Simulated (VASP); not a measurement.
A run of VASP 6.6.1 is set up as follows.

File INCAR:

```
SYSTEM = SnSe2
PREC = Accurate
ENCUT = 520
EDIFF = 1E-7
ISMEAR = -1
SIGMA = 0.02
LREAL = .FALSE.
LASPH = .TRUE.
NELM = 60
ALGO = Normal
ISIF = 2
LWAVE = .FALSE.
LCHARG = .FALSE.
GGA = PE
NBANDS = 20
```

File KPOINTS:

```
Automatic mesh
0
G
  7 7 4
  0 0 0
```

File POSCAR:

```
SnSe2
1.0
    3.8735587850      0.0000000000      0.0000000000
   -1.9367793925      3.3546003108      0.0000000000
    0.0000000000      0.0000000000      6.9279770275
Sn Se
1 2
Direct
    0.0000000000      0.0000000000      0.0000000000
    0.3333333333      0.6666666667      0.2299822294
    0.6666666667      0.3333333333      0.7700177706
```

Potentials or basis: VASP PAW PBE potentials, release 64 (Sn_d, Se).

Command:

```bash
$ cat potpaw_PBE.64/Sn_d/POTCAR potpaw_PBE.64/Se/POTCAR > POTCAR
$ mpirun -np 1 vasp_std > vasp.out
```

Task: Estimate the band gap on the k mesh.

Result: 0.80 eV (least direct gap 1.13 eV).

Task: Predict the pressure.

Result: 0.1 GPa.

Task: Predict the largest force.

Result: 0.014 eV/Å.

Forces on the atoms (eV/Å):
```
Sn   0.000  0.000  0.000
Se   0.000  0.000  0.014
Se   0.000  0.000 -0.014
```

Caveat: semilocal functionals underestimate gaps, and a narrow one can read as zero; spin-orbit coupling is left out, which moves the levels of the heavy elements; this functional lacks dispersion, which binds layers or chains, so the pressure and a relaxed spacing across them are unreliable. A k mesh can miss the band edges.
